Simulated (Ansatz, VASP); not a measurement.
## GaSbTe2S in VASP and in Ansatz

```
Ga Sb Te S
1.0
     4.19025    0.00695   -0.00205
    -0.01603    7.99194    0.03547
    -1.67107   -0.04387    9.91150
Ga Sb Te S
2 2 4 2
Direct
  0.30367 0.40587 0.04201
  0.30215 0.09414 0.04162
  0.95748 0.49707 0.47676
  0.95739 0.00280 0.47652
  0.85791 0.97505 0.17845
  0.85928 0.52490 0.17876
  0.29962 0.92581 0.81219
  0.29866 0.57452 0.81234
  0.58264 0.74989 0.48272
  0.58121 0.24995 0.49862
```

Change from the starting cell: the structure that the rattled cell fell into.

Alike in both runs: functional PBE; k mesh 4 × 2 × 2; occupations gaussian, width 0.1 eV; no spin polarisation.

Ansatz relaxed the structure, and its values are those at the end. VASP's run is a single point on that final structure, the one shown.

|  | VASP | Ansatz |
| --- | --- | --- |
| version | VASP 6.6.1 | Ansatz 0.2.0 |
| potentials or method | VASP PAW PBE potentials, release 64 (Ga_d, Sb, Te, S), cutoff 520 eV | scalar-relativistic, plane waves, PAW |
| valence electrons in the cell | 72 | 132 |

|  | VASP | Ansatz | Ansatz less VASP |
| --- | --- | --- | --- |
| gap on the k mesh at the Fermi level (eV) | none | none | - |
| pressure (GPa) | 0.0 | 0.0 | -0.01 |
| rms of the force components (eV/Å) | 0.017 | 0.014 | -0.0031 |

A gap of «none» marks a metal or a gap that the smearing closes. VASP's potentials hold 72 valence electrons a cell and Ansatz's 132, so a difference there can come from the potentials and not from the codes.

The k mesh is coarse, so the values compare programs but aren't converged. Neither program's run includes spin-orbit coupling.
